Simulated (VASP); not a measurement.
# HfB (F-43m) in VASP: notebook

HfB is run at these levels: r2SCAN; tasks: single point, relaxation of cell and atoms.

Program: VASP 6.6.1. These are calculated values, not measurements. Logs are shortened: lines on timing, memory, paths and dates and some standing lists are left out, and cuts for length are marked.

## (1) The cell of the first run

Symmetry: F-43m, No. 216, cubic system. Conventional cell: a = 5.230 Å, b = 5.230 Å, c = 5.230 Å, α = 90.00°, β = 90.00°, γ = 90.00°. Within 3.0 Å of Hf (site symmetry -43m) lie 4 B at 2.26 Å. Within 3.0 Å of B (site symmetry -43m) lie 4 Hf at 2.26 Å.

## (2) Single point, r2SCAN

File POSCAR:

```
HfB
1.0
    0.0000000000      2.6150749482      2.6150749482
    2.6150749482      0.0000000000      2.6150749482
    2.6150749482      2.6150749482      0.0000000000
Hf B
1 1
Direct
    0.7500000000      0.7500000000      0.7500000000
    0.0000000000      0.0000000000      0.0000000000
```

File INCAR.step1:

```
ALGO = Normal
EDIFF = 1E-4
ENCUT = 520
GGA = PE
ISMEAR = 0
LASPH = True
LCHARG = False
LREAL = False
LWAVE = True
NBANDS = 14
NELM = 100
PREC = Accurate
SIGMA = 0.1
```

File INCAR.step2:

```
ALGO = Normal
EDIFF = 1E-6
ENCUT = 520
ISIF = 2
ISMEAR = 0
ISTART = 1
LASPH = True
LCHARG = False
LMIXTAU = True
LREAL = False
LWAVE = False
METAGGA = R2SCAN
NBANDS = 14
NELM = 100
PREC = Accurate
SIGMA = 0.1
```

File KPOINTS:

```
k-points
0
Gamma
  14 14 14
```

Potentials or basis: VASP PAW PBE potentials, release 64 (Hf_pv, B).

The run is started by

```
cat potpaw_PBE.64/Hf_pv/POTCAR potpaw_PBE.64/B/POTCAR > POTCAR
cp INCAR.step1 INCAR
mpirun -np 1 vasp_std > vasp.out
cp INCAR.step2 INCAR
mpirun -np 1 vasp_std > vasp.out
```

OUTCAR:

```text
EDIFF = 1E-6
   ENCUT = 520
   ISIF = 2
   ISMEAR = 0
   ISTART = 1
   LASPH = True
   LREAL = False
   METAGGA = R2SCAN
   NELM = 100
   PREC = Accurate

 ion  position               nearest neighbor table
   1  0.750  0.750  0.750-   2 2.26   2 2.26   2 2.26   2 2.26
   2  0.000  0.000  0.000-   1 2.26   1 2.26   1 2.26   1 2.26

  LATTYP: Found a face centered cubic cell.
 ALAT       =     5.2301498964

  Lattice vectors:

 A1 = (   0.0000000000,   2.6150749482,   2.6150749482)
 A2 = (   2.6150749482,   0.0000000000,   2.6150749482)
 A3 = (   2.6150749482,   2.6150749482,   0.0000000000)

Analysis of symmetry for initial positions (statically):
=====================================================================
 Subroutine PRICEL returns:
 Original cell was already a primitive cell.

 Routine SETGRP: Setting up the symmetry group for a
 face centered cubic supercell.

 Subroutine GETGRP returns: Found 24 space group operations
 (whereof 24 operations were pure point group operations)
 out of a pool of 48 trial point group operations.

The static configuration has the point symmetry T_d .

Analysis of symmetry for dynamics (positions and initial velocities):
=====================================================================
 Subroutine PRICEL returns:
 Original cell was already a primitive cell.

 Routine SETGRP: Setting up the symmetry group for a
 face centered cubic supercell.

 Subroutine GETGRP returns: Found 24 space group operations
 (whereof 24 operations were pure point group operations)
 out of a pool of 48 trial point group operations.

The dynamic configuration has the point symmetry T_d .

 Subroutine INISYM returns: Found 24 space group operations
 (whereof 24 operations are pure point group operations),
 and found     1 'primitive' translations

----------------------------------------------------------------------------------------

                                     Primitive cell

  volume of cell :      35.7670

  direct lattice vectors                    reciprocal lattice vectors
     0.000000000  2.615074948  2.615074948    -0.191199109  0.191199109  0.191199109
     2.615074948  0.000000000  2.615074948     0.191199109 -0.191199109  0.191199109
     2.615074948  2.615074948  0.000000000     0.191199109  0.191199109 -0.191199109

  length of vectors
     3.698274458  3.698274458  3.698274458     0.331166571  0.331166571  0.331166571

  position of ions in fractional coordinates (direct lattice)
     0.750000000  0.750000000  0.750000000
     0.000000000  0.000000000  0.000000000

  ion indices of the primitive-cell ions
   primitive index   ion index
                 1           1
                 2           2

----------------------------------------------------------------------------------------

 KPOINTS: k-points

Automatic generation of k-mesh.
 Grid dimensions read from file:
 generate k-points for:   14   14   14

 Generating k-lattice:

  Cartesian coordinates                     Fractional coordinates (reciprocal lattice)
    -0.013657079  0.013657079  0.013657079     0.071428571  0.000000000  0.000000000
     0.013657079 -0.013657079  0.013657079     0.000000000  0.071428571  0.000000000
     0.013657079  0.013657079 -0.013657079     0.000000000  0.000000000  0.071428571

  Length of vectors
     0.023654755  0.023654755  0.023654755

  Shift w.r.t. Gamma in fractional coordinates (k-lattice)
     0.000000000  0.000000000  0.000000000

 Subroutine IBZKPT returns following result:
 ===========================================

 Found    104 irreducible k-points:

 Following reciprocal coordinates:
            Coordinates               Weight
  0.000000  0.000000  0.000000      1.000000
  0.071429  0.000000  0.000000      8.000000
  0.142857  0.000000  0.000000      8.000000
  0.214286  0.000000  0.000000      8.000000
  0.285714  0.000000  0.000000      8.000000
  0.357143  0.000000  0.000000      8.000000
[... 16 lines left out ...]
  0.214286  0.142857  0.000000     24.000000
  0.285714  0.142857  0.000000     24.000000
 [... further k-points ...]
   k-points           NKPTS =    104   k-points in BZ     NKDIM =    104   number of bands    NBANDS=     14
   number of dos      NEDOS =    301   number of ions     NIONS =      2
   total plane-waves  NPLWV =  21952
   dimension x,y,z NGX =    28 NGY =   28 NGZ =   28
   dimension x,y,z NGXF=    56 NGYF=   56 NGZF=   56
   ions per type =               1   1
   NGX,Y,Z   is equivalent  to a cutoff of  12.59, 12.59, 12.59 a.u.
   NGXF,Y,Z  is equivalent  to a cutoff of  25.17, 25.17, 25.17 a.u.
 SYSTEM =  unknown system
   PREC   = accura    normal or accurate (medium, high low for compatibility)
   ISTART =      1    job   : 0-new  1-cont  2-samecut
   ICHARG =      0    charge: 1-file 2-atom 10-const
   ISPIN  =      1    spin polarized calculation?
   LNONCOLLINEAR =      F non collinear calculations
   LSORBIT =      F    spin-orbit coupling
   LASPH  =      T    aspherical Exc in radial PAW
   ENCUT  =  520.0 eV  38.22 Ry    6.18 a.u.   6.88  6.88  6.88*2*pi/ulx,y,z
   NELM   =    100;   NELMIN=  2; NELMDL=  0     # of ELM steps
   EDIFF  = 0.1E-05   stopping-criterion for ELM
   LREAL  =      F    real-space projection
[... 7 lines left out ...]
   TEBEG  =    0.0;   TEEND  =   0.0 temperature during run
   PSTRESS=    0.0 pullay stress
   NELECT =      13.0000    total number of electrons
   NUPDOWN=      -1.0000    fix difference up-down
   EMIN   =  10.00;   EMAX   =-10.00  energy-range for DOS
   EFERMI =   0.00;   METHOD = LEGACY
   ISMEAR =     0;   SIGMA  =   0.10  broadening in eV -4-tet -1-fermi 0-gaus
   EFERMI_NEDOS =   21; number of points for ismear=-14 and -15
   IALGO  =     38    algorithm
   IMIX   =      4    mixing-type and parameters
     AMIX     =   0.40;   BMIX     =  1.00
     AMIX_MAG =   1.60;   BMIX_MAG =  1.00
  volume/ion in A,a.u.               =      17.88       120.68
  Fermi-wavevector in a.u.,A,eV,Ry     =   1.168320  2.207805 18.571566  1.364972
  Thomas-Fermi vector in A             =   2.304808
   LORBIT       =      0    0 simple, 1 ext, 2 COOP (PROOUT), +10 PAW based schemes
   METAGGA = R2SCAN    functional components
   LHFCALC =     F    Hartree Fock is set to
   AEXX    =    0.0000 exact exchange contribution
   IVDW    =     0    specifies the selected vdW correction
   LEPSILON=     F    determine dielectric tensor
   LRPA    =     F    only Hartree local field effects (RPA)
 non-spin polarized calculation
 Gauss-broadening in eV      SIGMA  =   0.10
  energy-cutoff  :      520.00
  volume of cell :       35.77
 maximum number of plane-waves:       982
   NGX = 13   NGY = 13   NGZ = 13

 number of electron      12.9999998 magnetization

 Free energy of the ion-electron system (eV)
  ---------------------------------------------------
  ext. energy  EPLUGINS =         0.00000000
  ---------------------------------------------------
  free energy    TOTEN  =       -51.46524438 eV

  energy without entropy =      -51.45939932  energy(sigma->0) =      -51.46232185

 E-fermi :   2.7146     XC(G=0): -10.9491

 val. band max:        2.7087754731   @ k =   0.5000   0.2857   0.1429
 cond. band min:       2.7337157902   @ k =   0.4286   0.2857   0.0714
 fundamental gap:      0.0249403171
 Fermi energy:         2.7145885421

 k-point     1 :       0.0000    0.0000    0.0000
  band No.  band energies     occupation
      1     -28.1306      2.00000
      2     -28.1306      2.00000
      3     -28.1306      2.00000
      4      -5.8600      2.00000
      5       1.4315      2.00000
      6       1.4316      2.00000
      7       1.4316      2.00000
      8       6.3590      0.00000
      9       6.3590      0.00000
     10       9.1483      0.00000
     11      12.9062      0.00000
     12      12.9062      0.00000
     13      12.9062      0.00000
     14      15.2976      0.00000

 k-point     2 :       0.0714    0.0000    0.0000
  band No.  band energies     occupation
      1     -28.1413      2.00000
      2     -28.1323      2.00000
      3     -28.1323      2.00000
      4      -5.7667      2.00000
      5       1.3389      2.00000
      6       1.4760      2.00000
      7       1.4760      2.00000
      8       6.2973      0.00000
      9       6.2973      0.00000
     10       9.3444      0.00000
     11      12.7166      0.00000
     12      13.0356      0.00000
     13      13.0356      0.00000
     14      15.2976      0.00000

 k-point     3 :       0.1429    0.0000    0.0000
  band No.  band energies     occupation
      1     -28.1709      2.00000
      2     -28.1369      2.00000
      3     -28.1369      2.00000
      4      -5.4975      2.00000
      5       1.1045      2.00000
      6       1.5952      2.00000
      7       1.5952      2.00000
      8       6.1692      0.00000
      9       6.1692      0.00000
     10       9.8018      0.00000
     11      12.3186      0.00000
     12      13.2555      0.00000
     13      13.2556      0.00000
     14      14.6776      0.00000
[... 324 lines left out ...]
 k-point    23 :       0.2143    0.1429    0.0000
  band No.  band energies     occupation
      1     -28.1976      2.00000
      2     -28.1539      2.00000
      3     -28.1521      2.00000
      4      -5.0647      2.00000
      5       0.7032      2.00000
      6       1.8535      2.00000
      7       1.8757      2.00000
      8       5.2260      0.00000
      9       6.6991      0.00000
     10      10.4920      0.00000
     11      12.2541      0.00000
     12      12.4177      0.00000
     13      13.1426      0.00000
     14      14.5424      0.00000

 k-point    24 :       0.2857    0.1429    0.0000
  band No.  band energies     occupation
      1     -28.2359      2.00000
      2     -28.1619      2.00000
      3     -28.1595      2.00000
      4      -4.6359      2.00000
      5       0.4978      2.00000
      6       1.9483      2.00000
      7       2.0478      2.00000
      8       5.1342      0.00000
      9       6.8118      0.00000
     10       9.9191      0.00000
     11      11.8505      0.00000
     12      12.3140      0.00000
     13      12.8474      0.00000
     14      14.1384      0.00000

 [... further k-points ...]
[... 5 lines left out ...]
  --------------------------------------------------------------------------------------
  -------------------------------------------------------------------------------------
  Total       -0.0495813     -0.0495813     -0.0495813      0.0000000      0.0000000      0.0000000
  in kB       -2.2209879     -2.2209879     -2.2209879      0.0000000      0.0000000      0.0000000
  external PRESSURE =      -2.2209879 kB  Pullay stress =       0.0000000 kB

 VOLUME and BASIS-vectors are now :
 -----------------------------------------------------------------------------
  energy-cutoff  :      520.00
  volume of cell :       35.77
      direct lattice vectors                 reciprocal lattice vectors
     0.000000000  2.615074948  2.615074948    -0.191199109  0.191199109  0.191199109
     2.615074948  0.000000000  2.615074948     0.191199109 -0.191199109  0.191199109
     2.615074948  2.615074948  0.000000000     0.191199109  0.191199109 -0.191199109

 POSITION                                       TOTAL-FORCE (eV/Angst)
 -----------------------------------------------------------------------------------
      3.92261      3.92261      3.92261         0.000000      0.000000      0.000000
      0.00000      0.00000      0.00000        -0.000000     -0.000000     -0.000000
 -----------------------------------------------------------------------------------
    total drift:                                0.000000      0.000000      0.000000

  FREE ENERGIE OF THE ION-ELECTRON SYSTEM (eV)
  ---------------------------------------------------
  free  energy   TOTEN  =       -51.4652443756 eV

  energy  without entropy=      -51.4593993221  energy(sigma->0) =      -51.46232185
```

It took 74 s on 1 thread of Intel Xeon 6975P-C (Granite Rapids), shared host; peak memory 0.2 GiB.

What came out:

```yaml
Free_energy: -51.4652 eV
Pressure: -0.2 GPa
```

Levels at points of the mesh, in eV from the Fermi level:
```tsv
k point	band 5	band 6	band 7	band 8	band 9	band 10
(0.00, 0.00, 0.00)	-1.28	-1.28	-1.28	3.64	3.64	6.43
(0.50, 0.00, 0.00)	-2.33	-0.70	-0.70	4.41	4.46	4.46
(0.50, 0.50, 0.00)	-3.37	0.82	1.05	1.05	4.72	5.21
```

Caveat: the PAW data sets were made with another functional, which shifts forces and pressure a little; spin-orbit coupling is left out, which moves the levels of the heavy elements.

## (3) Relaxation of cell and atoms, r2SCAN

This run uses another cell than the first one, of 17.12 Å³/atom, 0.957 times its volume.

File POSCAR:

```
HfB
1.0
    0.0000000000      2.5773058411      2.5773058411
    2.5773058411      0.0000000000      2.5773058411
    2.5773058411      2.5773058411      0.0000000000
Hf B
1 1
Direct
    0.7500000000      0.7500000000      0.7500000000
    0.0000000000      0.0000000000      0.0000000000
```

File INCAR.step1:

```
SYSTEM = HfB
PREC = Accurate
ENCUT = 600
ISMEAR = 0
SIGMA = 0.1
LREAL = .False.
LASPH = .True.
NELM = 100
GGA = PE
ALGO = Normal
EDIFF = 1E-4
LWAVE = .True.
LCHARG = .False.
```

File INCAR.step2:

```
SYSTEM = HfB
PREC = Accurate
ENCUT = 600
EDIFF = 1E-7
ISMEAR = 0
SIGMA = 0.1
LREAL = .False.
LASPH = .True.
NELM = 100
ALGO = Normal
ISIF = 3
LWAVE = .False.
LCHARG = .False.
METAGGA = R2SCAN
LMIXTAU = .True.
IBRION = 2
NSW = 80
EDIFFG = -0.01
ISTART = 1
```

File KPOINTS:

```
Automatic mesh
0
Gamma
  14 14 14
  0 0 0
```

Potentials or basis: VASP PAW PBE potentials, release 64 (Hf_pv, B).

The run is started by

```
cat potpaw_PBE.64/Hf_pv/POTCAR potpaw_PBE.64/B/POTCAR > POTCAR
cp INCAR.step1 INCAR
mpirun -np 1 vasp_std > vasp.out
cp INCAR.step2 INCAR
mpirun -np 1 vasp_std > vasp.out
```

Wall time 3.7 min (1 thread of Intel Xeon 6975P-C (Granite Rapids), shared host); peak memory 0.22 GiB.

The run converged. Its results:

```yaml
Free_energy: -51.4661 eV
Relaxed_volume: 17.85 Å³/atom
Relaxed_cell: a = 3.696 Å, b = 3.696 Å, c = 3.696 Å, α = 60.00°, β = 60.00°, γ = 60.00°
Space_group_after_relaxing_to_0.05_Å: F-43m (No. 216)
Energy_gained_by_relaxing: 10.7 meV/atom
Ionic_steps: 3
Pressure_after_relaxing: 0.0 GPa
```

Step by step:
```csv
step,energy change (eV),largest force (eV/Å),pressure (GPa),volume (Å³)
1,0.0000,0.0000,4.88,34.24
2,-0.0084,0.0000,-3.39,36.89
3,-0.0215,0.0000,0.00,35.70
```

Final structure:
```
Hf B
1.0
     0.00000    2.61337    2.61337
     2.61337    0.00000    2.61337
     2.61337    2.61337    0.00000
Hf B
1 1
Cartesian
  3.9200 3.9200 3.9200
  0.0000 0.0000 0.0000
```

Levels at points of the mesh, in eV from the Fermi level:
```
           k point  band 4  band 5  band 6  band 7  band 8  band 9  band 10
(0.00, 0.00, 0.00)   -8.58   -1.29   -1.29   -1.29    3.65    3.65     6.44
(0.50, 0.00, 0.00)   -6.35   -2.33   -0.71   -0.71    4.42    4.47     4.47
(0.50, 0.50, 0.00)   -5.41   -3.37    0.82    1.06    1.06    4.73     5.22
```

Caveat: the PAW data sets were made with another functional, which shifts forces and pressure a little; spin-orbit coupling is left out, which moves the levels of the heavy elements. Zero-point motion and thermal expansion aren't in these numbers.
